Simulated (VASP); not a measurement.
Write the native input for VASP 6.6.1 that does the following.

* Task: single point
* Functional: r2SCAN
* Potentials or basis: VASP PAW PBE potentials, release 64 (Mo_sv, Te)
* Cutoff: 520 eV
* k mesh: 4 × 4 × 4
* Occupations: fermi-dirac, width 0.02 eV
* Spin: no spin polarisation
* Dipole correction: no
* Further INCAR settings: ALGO = Normal; EDIFF = 1e-06; NBANDS = 20

Crystal: Te2Mo.

```
Mo Te
1.0
     1.77341    1.02388    7.10414
    -1.77341    1.02388    7.10414
     0.00000   -2.04776    7.10414
Mo Te
1 2
Cartesian
  0.0127 0.0049 0.0057
  -0.0045 -0.0016 8.8840
  -0.0049 -0.0030 5.3210
```

One way to write it, as run:

POSCAR

```
Te2Mo
1.0
    1.7734078865      1.0238775207      7.1041366720
   -1.7734078865      1.0238775207      7.1041366720
    0.0000000000     -2.0477550413      7.1041366720
Mo Te
1 2
Direct
    0.0046559243     -0.0025279842     -0.0013284059
    0.4153193880      0.4178337560      0.4173813558
    0.2478135176      0.2505556955      0.2506369287
```

INCAR.step1

```
PREC     = Accurate       # precision mode
ENCUT    = 520            # plane-wave cutoff, eV
ISMEAR   = -1             # smearing method
SIGMA    = 0.02           # smearing width, eV
LREAL    = False          # projectors in reciprocal space
LASPH    = True           # aspherical terms in the spheres
NELM     = 100            # most SCF steps
NBANDS   = 20             # bands
GGA      = PE             # functional
ALGO     = Normal         # electronic algorithm
EDIFF    = 1E-4           # SCF threshold, eV
LWAVE    = True           # write WAVECAR
LCHARG   = False          # write CHGCAR
```

INCAR.step2

```
PREC     = Accurate       # precision mode
ENCUT    = 520            # plane-wave cutoff, eV
EDIFF    = 1E-6           # SCF threshold, eV
ISMEAR   = -1             # smearing method
SIGMA    = 0.02           # smearing width, eV
LREAL    = False          # projectors in reciprocal space
LASPH    = True           # aspherical terms in the spheres
NELM     = 100            # most SCF steps
ALGO     = Normal         # electronic algorithm
ISIF     = 2              # what is computed and relaxed
LWAVE    = False          # write WAVECAR
LCHARG   = True           # write CHGCAR
METAGGA  = R2SCAN         # meta-GGA
LMIXTAU  = True         
LELF     = True           # ELF
LVHAR    = True         
NBANDS   = 20             # bands
ISTART   = 1
```

KPOINTS

```
regular mesh
0
Gamma
  4 4 4
```

Potentials or basis: VASP PAW PBE potentials, release 64 (Mo_sv, Te).

The run is started by

```console
$ cat potpaw_PBE.64/Mo_sv/POTCAR potpaw_PBE.64/Te/POTCAR > POTCAR
$ cp INCAR.step1 INCAR
$ mpirun -np 1 vasp_std > vasp.out
$ cp INCAR.step2 INCAR
$ mpirun -np 1 vasp_std > vasp.out
```

It gave:

```yaml
Pressure: 1.7 GPa
Largest_force: 0.336 eV/Å
Band_gap_on_the_k_mesh: 1.08 eV, indirect (least direct gap 1.59 eV)
```

Caveat: the k points lie up to 0.52 Å⁻¹ apart; the PAW data sets were made with another functional, which shifts forces and pressure a little; spin-orbit coupling is left out, which moves the levels of the heavy elements.

It took 6.1 min on 1 thread of Intel(R) Xeon(R) 6975P-C (Granite Rapids), with other jobs on the host, peak memory 0.48 GiB.
